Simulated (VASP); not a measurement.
Write the native input for VASP 6.6.1 that does the following.

```
Task                   : single point
Functional             : PBE
Potentials or basis    : VASP PAW PBE potentials, release 64 (Ru_pv, Se)
Cutoff                 : 520 eV
k mesh                 : 10 × 10 × 10
Occupations            : gaussian, width 0.05 eV
Spin                   : no spin polarisation
Dipole correction      : no
Further INCAR settings : ALGO = Normal; EDIFF = 1e-06; NBANDS = 17
```

The structure of RuSe lies in POSCAR:

```
RuSe
1.0
    0.0000000000      2.7882337423      2.7882337423
    2.7882337423      0.0000000000      2.7882337423
    2.7882337423      2.7882337423      0.0000000000
Ru Se
1 1
Direct
    0.0000000000      0.0000000000      0.0000000000
    0.2500000000      0.2500000000      0.2500000000
```

This cell differs from its parent crystal: volume scaled by 1.040.

One way to write it, as run:

INCAR

```
PREC = Accurate
ENCUT = 520
EDIFF = 1E-6
ISMEAR = 0
SIGMA = 0.05
LREAL = False
LASPH = True
NELM = 80
ALGO = Normal
ISIF = 2
LWAVE = False
LCHARG = False
GGA = PE
NBANDS = 17
```

KPOINTS

```
Automatic mesh
0
Gamma
  10 10 10
```

Potentials or basis: VASP PAW PBE potentials, release 64 (Ru_pv, Se).

Command:

```console
$ cat potpaw_PBE.64/Ru_pv/POTCAR potpaw_PBE.64/Se/POTCAR > POTCAR
$ mpirun -np 1 vasp_std > vasp.out
```

Results of the run:

- Pressure: -4.1 GPa
- Band gap on the k mesh: zero (band 10 reaches 7.81 eV, above the bottom of band 11 at 5.52 eV)

Wall time 59 s on 1 thread of AMD EPYC 7R13, on a shared host, peak memory 0.16 GiB.
